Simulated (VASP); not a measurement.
# SrCl2 (R3m) in VASP: settings compared

Aim: see how the results for SrCl2 move with the level of theory and the settings. Levels: PBE-based screened hybrid with 5 % exact exchange, PBE-based screened hybrid with 35 % exact exchange, HSE06. Tasks: single point.

Program: VASP 6.6.1. These are calculated values, not measurements. Logs are shortened: lines on timing, memory, paths and dates and some standing lists are left out, and cuts for length are marked.

## Step 1: The cell of the first run

It takes space group R3m (No. 160, trigonal). Conventional cell: a = 4.171 Å, b = 4.171 Å, c = 18.405 Å, α = 90.00°, β = 90.00°, γ = 120.00°. Sr (site symmetry 3m) has 6 Cl at 2.92 Å within 3.8 Å. Within 3.8 Å of Cl (site symmetry 3m) lie 3 Sr at 2.92 Å and 4 Cl at 3.30 to 3.72 Å. Within 3.8 Å of Cl (site symmetry 3m) lie 3 Sr at 2.92 Å and 4 Cl at 3.30 to 3.72 Å.

## Step 2: Single point, PBE-based screened hybrid with 5 % exact exchange

The input, POSCAR:

```
SrCl2
1.0
    2.0857437679      1.2042047259      6.1350482845
   -2.0857437679      1.2042047259      6.1350482845
    0.0000000000     -2.4084094518      6.1350482845
Sr Cl
1 2
Direct
    0.0002014275      0.0002014275      0.0002014275
    0.4227725673      0.4227725673      0.4227725673
    0.2436926719      0.2436926719      0.2436926719
```

The input, INCAR.step1:

```
SYSTEM = SrCl2
PREC = Accurate ; ENCUT = 400
EDIFF = 1E-5 ; ISMEAR = 0
SIGMA = 0.01 ; LREAL = .FALSE.
LASPH = .TRUE. ; NELM = 120
ALGO = Normal ; ISIF = 2
LWAVE = .TRUE. ; LCHARG = .FALSE.
NBANDS = 19 ; GGA = PE
GGA_COMPAT = .FALSE.
```

The input, INCAR.step2:

```
SYSTEM = SrCl2
PREC = Accurate ; ENCUT = 400
EDIFF = 1E-6 ; ISMEAR = 0
SIGMA = 0.01 ; LREAL = .FALSE.
LASPH = .TRUE. ; NELM = 120
ALGO = Normal ; ISIF = 2
LWAVE = .FALSE. ; LCHARG = .FALSE.
GGA = PE ; LHFCALC = .TRUE.
AEXX = 0.05 ; HFSCREEN = 0.5
PRECFOCK = Normal ; NBANDS = 19
ISTART = 1 ; GGA_COMPAT = .FALSE.
```

The input, KPOINTS:

```
regular mesh
0
G
  4 4 4
  0 0 0
```

Potentials or basis: VASP PAW PBE potentials, release 64 (Sr_sv, Cl).

The run is started by

```
cat potpaw_PBE.64/Sr_sv/POTCAR potpaw_PBE.64/Cl/POTCAR > POTCAR
cp INCAR.step1 INCAR
mpirun -np 1 vasp_std > vasp.out
cp INCAR.step2 INCAR
mpirun -np 1 vasp_std > vasp.out
```

OUTCAR:

```text
SYSTEM = SrCl2
   PREC = Accurate
   ENCUT = 400
   EDIFF = 1E-6
   ISMEAR = 0
   LREAL = .FALSE.
   LASPH = .TRUE.
   NELM = 120
   ISIF = 2
   GGA = PE
   LHFCALC = .TRUE.
   AEXX = 0.05
   HFSCREEN = 0.5
   PRECFOCK = Normal
   ISTART = 1

 ion  position               nearest neighbor table
   1  0.000  0.000  0.000-   2 2.92   2 2.92   2 2.92   3 2.92   3 2.92   3 2.92
   2  0.423  0.423  0.423-   1 2.92   1 2.92   1 2.92
   3  0.244  0.244  0.244-   1 2.92   1 2.92   1 2.92

  LATTYP: Found a trigonal (rhomboedric) cell.
 ALAT       =     6.5908461930
 COS(alpha) =     0.7997052568

  Lattice vectors:

 A1 = (   2.0857437679,   1.2042047259,   6.1350482845)
 A2 = (  -2.0857437679,   1.2042047259,   6.1350482845)
 A3 = (   0.0000000000,  -2.4084094518,   6.1350482845)

Analysis of symmetry for initial positions (statically):
=====================================================================
 Subroutine PRICEL returns:
 Original cell was already a primitive cell.

 Routine SETGRP: Setting up the symmetry group for a
 trigonal (rhombohedral) supercell.

 Subroutine GETGRP returns: Found  6 space group operations
 (whereof  6 operations were pure point group operations)
 out of a pool of 12 trial point group operations.

The static configuration has the point symmetry C_3v.

Analysis of symmetry for dynamics (positions and initial velocities):
=====================================================================
 Subroutine PRICEL returns:
 Original cell was already a primitive cell.

 Routine SETGRP: Setting up the symmetry group for a
 trigonal (rhombohedral) supercell.

 Subroutine GETGRP returns: Found  6 space group operations
 (whereof  6 operations were pure point group operations)
 out of a pool of 12 trial point group operations.

The dynamic configuration has the point symmetry C_3v.

 Subroutine INISYM returns: Found  6 space group operations
 (whereof  6 operations are pure point group operations),
 and found     1 'primitive' translations

----------------------------------------------------------------------------------------

                                     Primitive cell

  volume of cell :      92.4550

  direct lattice vectors                    reciprocal lattice vectors
     2.085743768  1.204204726  6.135048284     0.239722639  0.138403930  0.054332634
    -2.085743768  1.204204726  6.135048284    -0.239722639  0.138403930  0.054332634
     0.000000000 -2.408409452  6.135048284     0.000000000 -0.276807860  0.054332634

  length of vectors
     6.590846193  6.590846193  6.590846193     0.282089749  0.282089749  0.282089749

  position of ions in fractional coordinates (direct lattice)
     0.000201428  0.000201428  0.000201428
     0.422772567  0.422772567  0.422772567
     0.243692672  0.243692672  0.243692672

  ion indices of the primitive-cell ions
   primitive index   ion index
                 1           1
                 2           2
                 3           3

----------------------------------------------------------------------------------------

 KPOINTS: regular mesh

Automatic generation of k-mesh.
 Grid dimensions read from file:
 generate k-points for:    4    4    4

 Generating k-lattice:

  Cartesian coordinates                     Fractional coordinates (reciprocal lattice)
     0.059930660  0.034600983  0.013583159     0.250000000  0.000000000  0.000000000
    -0.059930660  0.034600983  0.013583159     0.000000000  0.250000000  0.000000000
     0.000000000 -0.069201965  0.013583159     0.000000000  0.000000000  0.250000000

  Length of vectors
     0.070522437  0.070522437  0.070522437

  Shift w.r.t. Gamma in fractional coordinates (k-lattice)
     0.000000000  0.000000000  0.000000000

 Subroutine IBZKPT returns following result:
 ===========================================

 Found     13 irreducible k-points:

 Following reciprocal coordinates:
            Coordinates               Weight
  0.000000  0.000000  0.000000      1.000000
  0.250000 -0.000000  0.000000      6.000000
  0.500000 -0.000000  0.000000      3.000000
  0.250000  0.250000  0.000000      6.000000
  0.500000  0.250000  0.000000     12.000000
 -0.250000  0.250000  0.000000      6.000000
  0.500000  0.500000  0.000000      3.000000
  0.250000  0.250000  0.250000      2.000000
  0.500000  0.250000  0.250000      6.000000
 -0.250000  0.250000  0.250000      6.000000
  0.500000  0.500000  0.250000      6.000000
 -0.250000  0.500000  0.250000      6.000000
  0.500000  0.500000  0.500000      1.000000
   k-points           NKPTS =     13   k-points in BZ     NKDIM =     64   number of bands    NBANDS=     19
   number of dos      NEDOS =    301   number of ions     NIONS =      3
   total plane-waves  NPLWV = 110592
   dimension x,y,z NGX =    48 NGY =   48 NGZ =   48
   dimension x,y,z NGXF=    96 NGYF=   96 NGZF=   96
   ions per type =               1   2
   NGX,Y,Z   is equivalent  to a cutoff of  12.11, 12.11, 12.11 a.u.
   NGXF,Y,Z  is equivalent  to a cutoff of  24.21, 24.21, 24.21 a.u.
 SYSTEM =  SrCl2
   PREC   = accura    normal or accurate (medium, high low for compatibility)
   ISTART =      1    job   : 0-new  1-cont  2-samecut
   ICHARG =      0    charge: 1-file 2-atom 10-const
   ISPIN  =      1    spin polarized calculation?
   LNONCOLLINEAR =      F non collinear calculations
   LSORBIT =      F    spin-orbit coupling
   LASPH  =      T    aspherical Exc in radial PAW
   ENCUT  =  400.0 eV  29.40 Ry    5.42 a.u.  10.75 10.75 10.75*2*pi/ulx,y,z
   NELM   =    120;   NELMIN=  2; NELMDL=  0     # of ELM steps
   EDIFF  = 0.1E-05   stopping-criterion for ELM
   LREAL  =      F    real-space projection
   EDIFFG = 0.1E-04   stopping-criterion for IOM
   NSW    =      0    number of steps for IOM
   IBRION =     -1    ionic relax: 0-MD 1-quasi-New 2-CG
   NFREE  =      0    steps in history (QN), initial steepest desc. (CG)
   ISIF   =      2    stress and relaxation
   ISYM   =      3    0-nonsym 1-usesym 2-fastsym
   POTIM  = 0.5000    time-step for ionic-motion
   TEBEG  =    0.0;   TEEND  =   0.0 temperature during run
   PSTRESS=    0.0 pullay stress
   NELECT =      24.0000    total number of electrons
   NUPDOWN=      -1.0000    fix difference up-down
   EMIN   =  10.00;   EMAX   =-10.00  energy-range for DOS
   EFERMI =   0.00;   METHOD = LEGACY
   ISMEAR =     0;   SIGMA  =   0.01  broadening in eV -4-tet -1-fermi 0-gaus
   EFERMI_NEDOS =   21; number of points for ismear=-14 and -15
   IALGO  =     38    algorithm
   IMIX   =      1    mixing-type and parameters
     AMIX     =   0.40;   BMIX     =  1.00
     AMIX_MAG =   1.60;   BMIX_MAG =  1.00
  volume/ion in A,a.u.               =      30.82       207.97
  Fermi-wavevector in a.u.,A,eV,Ry     =   1.044324  1.973485 14.838673  1.090612
  Thomas-Fermi vector in A             =   2.179071
   LORBIT       =      0    0 simple, 1 ext, 2 COOP (PROOUT), +10 PAW based schemes
   GGA     = PE    functional components
   LHFCALC =     T    Hartree Fock is set to
   PRECFOCK=normal    Normal, Fast or Accurate (Low or Medium for compatibility)
   ENCUT4O =  -1.0   cutoff for four orbital integrals eV
   NKREDX  =     1    reduce k-point grid by
   NKREDY  =     1    reduce k-point grid by
   NKREDZ  =     1    reduce k-point grid by
   AEXX    =    0.0500 exact exchange contribution
   HFSCREEN=    0.5000 screening length (either q_TF or 0.3 A-1)
   HFSCREENC=   0.5000 screening length for correlation (either q_TF or 0.3 A-1)
   ENCUTFOCK=  -1.0 apply spherical cutoff to Coloumb kernel
   IVDW    =     0    specifies the selected vdW correction
   LEPSILON=     F    determine dielectric tensor
   LRPA    =     F    only Hartree local field effects (RPA)
 non-spin polarized calculation
 Gauss-broadening in eV      SIGMA  =   0.01
  energy-cutoff  :      400.00
  volume of cell :       92.46
 maximum number of plane-waves:      1694
 NGX is ok and might be reduce to    48
  NGX = 36; NGY = 36; NGZ = 36

 number of electron      24.0000000 magnetization

 Free energy of the ion-electron system (eV)
  ---------------------------------------------------
  ext. energy  EPLUGINS =         0.00000000
  ---------------------------------------------------
  free energy    TOTEN  =       -12.39610711 eV

  energy without entropy =      -12.39610711  energy(sigma->0) =      -12.39610711

 E-fermi :  -0.2090     XC(G=0):  -7.7057

 val. band max:       -0.3308731635   @ k =   0.0000   0.0000   0.0000
 cond. band min:       4.1452252349   @ k =   0.0000   0.0000   0.0000
 fundamental gap:      4.4760983984
 Fermi energy:        -0.2090134634

 k-point     1 :       0.0000    0.0000    0.0000
  band No.  band energies     occupation
      1     -34.0031      2.00000
      2     -16.0037      2.00000
      3     -15.7438      2.00000
      4     -15.7438      2.00000
      5     -13.8624      2.00000
      6     -13.0174      2.00000
[... 11 lines left out ...]
     18       6.8152      0.00000
     19       7.7652      0.00000

 k-point     2 :       0.2500   -0.0000    0.0000
  band No.  band energies     occupation
      1     -33.9949      2.00000
      2     -16.0068      2.00000
      3     -15.8934      2.00000
      4     -15.7735      2.00000
      5     -13.5699      2.00000
      6     -13.1723      2.00000
[... 11 lines left out ...]
     18       7.4514      0.00000
     19       9.3081      0.00000

 k-point     3 :       0.5000   -0.0000    0.0000
  band No.  band energies     occupation
      1     -33.9866      2.00000
      2     -16.2198      2.00000
      3     -15.8029      2.00000
      4     -15.7701      2.00000
      5     -13.3445      2.00000
      6     -13.3191      2.00000
[... 11 lines left out ...]
     18       8.0271      0.00000
     19       9.1628      0.00000

 k-point     4 :       0.2500    0.2500    0.0000
  band No.  band energies     occupation
      1     -33.9949      2.00000
      2     -16.0054      2.00000
      3     -15.8959      2.00000
      4     -15.7736      2.00000
      5     -13.5490      2.00000
      6     -13.1948      2.00000
[... 165 lines left out ...]
     18       7.4943      0.00000
     19       8.8265      0.00000

 k-point    12 :      -0.2500    0.5000    0.2500
  band No.  band energies     occupation
      1     -33.9866      2.00000
      2     -16.1693      2.00000
      3     -15.8589      2.00000
      4     -15.7741      2.00000
      5     -13.4045      2.00000
      6     -13.2522      2.00000
[... 11 lines left out ...]
     18       8.4173      0.00000
     19       9.5507      0.00000

 k-point    13 :       0.5000    0.5000    0.5000
  band No.  band energies     occupation
      1     -34.0031      2.00000
      2     -16.0249      2.00000
      3     -15.7439      2.00000
      4     -15.7439      2.00000
      5     -13.6798      2.00000
      6     -13.2011      2.00000
[... 11 lines left out ...]
     18       6.9062      0.00000
     19       6.9062      0.00000

------------------------ aborting loop because EDIFF is reached ----------------------------------------

  FORCE on cell =-STRESS in cart. coord.  units (eV):
  Direction    XX          YY          ZZ          XY          YZ          ZX
  --------------------------------------------------------------------------------------
  -------------------------------------------------------------------------------------
  Total        0.7106982      0.7106982      0.6461268      0.0000000      0.0000000      0.0000000
  in kB       12.3158760     12.3158760     11.1969013      0.0000000      0.0000000      0.0000000
  external PRESSURE =      11.9428845 kB  Pullay stress =       0.0000000 kB

 VOLUME and BASIS-vectors are now :
 -----------------------------------------------------------------------------
  energy-cutoff  :      400.00
  volume of cell :       92.46
      direct lattice vectors                 reciprocal lattice vectors
     2.085743768  1.204204726  6.135048284     0.239722639  0.138403930  0.054332634
    -2.085743768  1.204204726  6.135048284    -0.239722639  0.138403930  0.054332634
     0.000000000 -2.408409452  6.135048284     0.000000000 -0.276807860  0.054332634

 POSITION                                       TOTAL-FORCE (eV/Angst)
 -----------------------------------------------------------------------------------
      0.00000      0.00000      0.00371         0.000000     -0.000000     -0.003611
      0.00000      0.00000      7.78119         0.000000      0.000000     -0.013265
      0.00000      0.00000      4.48520         0.000000     -0.000000      0.016876
 -----------------------------------------------------------------------------------
    total drift:                                0.000008      0.000008     -0.000026

  FREE ENERGIE OF THE ION-ELECTRON SYSTEM (eV)
  ---------------------------------------------------
  free  energy   TOTEN  =       -12.3961071107 eV

  energy  without entropy=      -12.3961071107  energy(sigma->0) =      -12.39610711
```

Wall time 58 min (1 thread of Intel Xeon Platinum 8259CL at 2.50GHz (Skylake/Cascade Lake), shared host); peak memory 0.43 GiB.

What came out:

| Item | Value |
| --- | --- |
| Free energy | -12.3961 eV |
| Pressure | 1.2 GPa |
| Largest force | 0.017 eV/Å |
| Band gap on the k mesh | 4.48 eV |

Forces in eV/Å, atoms in the order of the input:
```
Sr   0.000  0.000 -0.004
Cl   0.000  0.000 -0.013
Cl   0.000  0.000  0.017
```

Stress tensor (GPa, compression positive):
```
1.23 0.00 0.00
0.00 1.23 0.00
0.00 0.00 1.12
```

Levels at points of the mesh, in eV from the valence-band top:
| k point | band 8 | band 9 | band 10 | band 11 | band 12 | band 13 | band 14 | band 15 | band 16 | band 17 |
| --- | --- | --- | --- | --- | --- | --- | --- | --- | --- | --- |
| (0.00, 0.00, 0.00) | -1.21 | -1.21 | -1.08 | -1.08 | 0.00 | 4.48 | 6.38 | 6.63 | 6.63 | 7.15 |
| (0.50, 0.00, 0.00) | -2.07 | -1.48 | -1.42 | -1.02 | -0.35 | 4.72 | 6.98 | 7.66 | 8.25 | 8.28 |
| (0.50, 0.50, 0.00) | -1.95 | -1.47 | -1.30 | -1.21 | -0.65 | 4.63 | 6.97 | 7.65 | 8.15 | 8.47 |
| (0.50, 0.50, 0.50) | -1.34 | -1.34 | -1.04 | -0.93 | -0.93 | 5.27 | 6.02 | 6.50 | 6.50 | 7.16 |

Caveat: the k points lie up to 0.44 Å⁻¹ apart; the PAW data sets were made with another functional, which shifts forces and pressure a little.

## Step 3: Single point, PBE-based screened hybrid with 35 % exact exchange

POSCAR is that of step 2.

The input, INCAR.step1:

```
PREC = Accurate ; ENCUT = 400
EDIFF = 1E-5 ; ISMEAR = 0
SIGMA = 0.01 ; LREAL = F
LASPH = T ; NELM = 120
ALGO = Normal ; ISIF = 2
LWAVE = T ; LCHARG = F
GGA = PE ; NBANDS = 19
GGA_COMPAT = F
```

The input, INCAR.step2:

```
PREC = Accurate ; ENCUT = 400
EDIFF = 1E-6 ; ISMEAR = 0
SIGMA = 0.01 ; LREAL = F
LASPH = T ; NELM = 120
ALGO = Normal ; ISIF = 2
LWAVE = F ; LCHARG = F
GGA = PE ; LHFCALC = T
AEXX = 0.35 ; HFSCREEN = 0.2078
PRECFOCK = Normal ; ISTART = 1
NBANDS = 19 ; GGA_COMPAT = F
```

The input, KPOINTS:

```
regular mesh
0
Gamma
  4 4 4
```

Potentials or basis: VASP PAW PBE potentials, release 64 (Sr_sv, Cl).

The run is started by

```
cat potpaw_PBE.64/Sr_sv/POTCAR potpaw_PBE.64/Cl/POTCAR > POTCAR
cp INCAR.step1 INCAR
mpirun -np 1 vasp_std > vasp.out
cp INCAR.step2 INCAR
mpirun -np 1 vasp_std > vasp.out
```

Run time: 65 min. Hardware: 1 thread of Intel Xeon Platinum 8259CL at 2.50GHz (Skylake/Cascade Lake), shared host; peak memory 0.44 GiB.

Results (log left out):

| Item | Value |
| --- | --- |
| Free energy | -14.9534 eV |
| Pressure | 0.6 GPa |
| Largest force | 0.118 eV/Å |
| Band gap on the k mesh | 6.08 eV |

Forces on the atoms (eV/Å):
```
Sr   0.000  0.000 -0.004
Cl   0.000  0.000 -0.114
Cl   0.000  0.000  0.118
```

Stress tensor (GPa, compression positive):
```
0.76 0.00 0.00
0.00 0.76 0.00
0.00 0.00 0.36
```

Levels at points of the mesh, in eV from the valence-band top:
| k point | band 9 | band 10 | band 11 | band 12 | band 13 | band 14 | band 15 | band 16 |
| --- | --- | --- | --- | --- | --- | --- | --- | --- |
| (0.00, 0.00, 0.00) | -1.27 | -1.15 | -1.15 | 0.00 | 6.08 | 8.27 | 8.55 | 8.55 |
| (0.50, 0.00, 0.00) | -1.58 | -1.53 | -1.10 | -0.38 | 6.39 | 8.80 | 9.65 | 10.11 |
| (0.50, 0.50, 0.00) | -1.60 | -1.40 | -1.28 | -0.70 | 6.29 | 8.83 | 9.61 | 10.25 |
| (0.50, 0.50, 0.50) | -1.42 | -1.12 | -0.98 | -0.98 | 6.90 | 7.86 | 8.41 | 8.41 |

Caveat: the k points lie up to 0.44 Å⁻¹ apart; the PAW data sets were made with another functional, which shifts forces and pressure a little.

## Step 4: Single point, HSE06

POSCAR is that of step 3.

The input, INCAR.step1:

```
SYSTEM = SrCl2
ALGO = Normal ; EDIFF = 1E-5
ENCUT = 400 ; GGA = PE
GGA_COMPAT = .FALSE. ; ISIF = 2
ISMEAR = 0 ; LASPH = .TRUE.
LREAL = .FALSE. ; LWAVE = .TRUE.
NBANDS = 19 ; NELM = 120
PREC = Accurate ; SIGMA = 0.01
```

The input, INCAR.step2:

```
SYSTEM = SrCl2
ALGO = Normal ; EDIFF = 1E-6
ENCUT = 400 ; GGA = PE
GGA_COMPAT = .FALSE. ; HFSCREEN = 0.2079
ISIF = 2 ; ISMEAR = 0
ISTART = 1 ; LASPH = .TRUE.
LCHARG = .TRUE. ; LELF = .TRUE.
LHFCALC = .TRUE. ; LREAL = .FALSE.
LVHAR = .TRUE. ; LWAVE = .FALSE.
NBANDS = 19 ; NELM = 120
PREC = Accurate ; PRECFOCK = Normal
SIGMA = 0.01
```

The input, KPOINTS:

```
k-points
0
G
  4 4 4
  0 0 0
```

The run is started by

```
cat potpaw_PBE.64/Sr_sv/POTCAR potpaw_PBE.64/Cl/POTCAR > POTCAR
cp INCAR.step1 INCAR
mpirun -np 1 vasp_std > vasp.out
cp INCAR.step2 INCAR
mpirun -np 1 vasp_std > vasp.out
```

Run time: 56 min. Hardware: 1 thread of Intel Xeon Platinum 8259CL at 2.50GHz (Skylake/Cascade Lake), shared host; peak memory 0.44 GiB.

The run converged. Its results:

```
Free energy            : -14.1399 eV
Pressure               : 0.8 GPa
Largest force          : 0.086 eV/Å
Band gap on the k mesh : 5.58 eV
```

Forces on the atoms (eV/Å):
```
Sr   0.000  0.000 -0.004
Cl   0.000  0.000 -0.082
Cl   0.000  0.000  0.086
```

Stress tensor (GPa, compression positive):
```
0.92 0.00 0.00
0.00 0.92 0.00
0.00 0.00 0.60
```

Levels at points of the mesh, in eV from the valence-band top:
```csv
k point,band 8,band 9,band 10,band 11,band 12,band 13,band 14,band 15,band 16,band 17
"(0.00, 0.00, 0.00)",-1.25,-1.25,-1.13,-1.13,0.00,5.58,7.68,7.95,7.95,8.48
"(0.50, 0.00, 0.00)",-2.20,-1.55,-1.50,-1.08,-0.37,5.87,8.23,9.03,9.53,9.70
"(0.50, 0.50, 0.00)",-2.07,-1.56,-1.37,-1.26,-0.69,5.77,8.25,9.00,9.59,9.86
"(0.50, 0.50, 0.50)",-1.40,-1.40,-1.10,-0.97,-0.97,6.39,7.28,7.81,7.81,8.30
```

Caveat: the k points lie up to 0.44 Å⁻¹ apart; the PAW data sets were made with another functional, which shifts forces and pressure a little.

## Step 5: Summary

| level | share of exact exchange | screening parameter | gap on the mesh (eV) | pressure (GPa) | largest force (eV/Å) |
| --- | --- | --- | --- | --- | --- |
| PBE-based screened hybrid with 5 % exact exchange | 0.05 | 0.5 1/Å | 4.48 | 1.2 | 0.02 |
| PBE-based screened hybrid with 35 % exact exchange | 0.35 | 0.2078 1/Å | 6.08 | 0.6 | 0.12 |
| HSE06 | 0.25 | 0.2079 1/Å | 5.58 | 0.8 | 0.09 |

Alike in all rows: task single point; potentials or basis VASP PAW PBE potentials, release 64 (Sr_sv, Cl); no spin polarisation; cell as given; k mesh 4 × 4 × 4; cutoff (eV) 400; smearing gaussian 0.01 eV.

Caveats: all runs use coarse meshes; the PAW data sets were made with another functional, which shifts forces and pressure a little.

Total energies depend on the potentials used, so only differences within one code and one set of settings carry meaning.
